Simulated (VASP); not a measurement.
W, 1 atom in the cell. The structure is cubic, space group Im-3m (No. 229). Conventional cell: a = 3.207 Å, b = 3.207 Å, c = 3.207 Å, α = 90.00°, β = 90.00°, γ = 90.00°. W (site symmetry m-3m) has 14 W at 2.78 to 3.21 Å within 3.7 Å. 

| Property | Result |
| --- | --- |
| Program | VASP 6.6.1 |
| Task | single point |
| Functional | PBE |
| Potentials or basis | VASP PAW PBE potentials, release 64 (W_sv) |
| Cutoff | 500 eV |
| k mesh | 8 × 8 × 8 |
| Occupations | fermi-dirac, width 0.1 eV |
| Spin | no spin polarisation |
| Dipole correction | no |
| Further INCAR settings | ALGO = Normal; EDIFF = 1e-06; NBANDS = 13 |

Potentials or basis: VASP PAW PBE potentials, release 64 (W_sv).

Run with:

```console
$ cat potpaw_PBE.64/W_sv/POTCAR > POTCAR
$ mpirun -np 1 vasp_std > vasp.out
```

Hardware: 1 thread of Intel(R) Xeon(R) Platinum 8259CL CPU @ 2.50GHz (Skylake/Cascade Lake), on a shared host.

**Question.** Estimate the wall time of this run.

**Answer.** Wall time 5.9 s on 1 thread of Intel(R) Xeon(R) Platinum 8259CL CPU @ 2.50GHz (Skylake/Cascade Lake) (shared host), peak memory 0.13 GiB. Counts: scf iterations 11, k points 29.
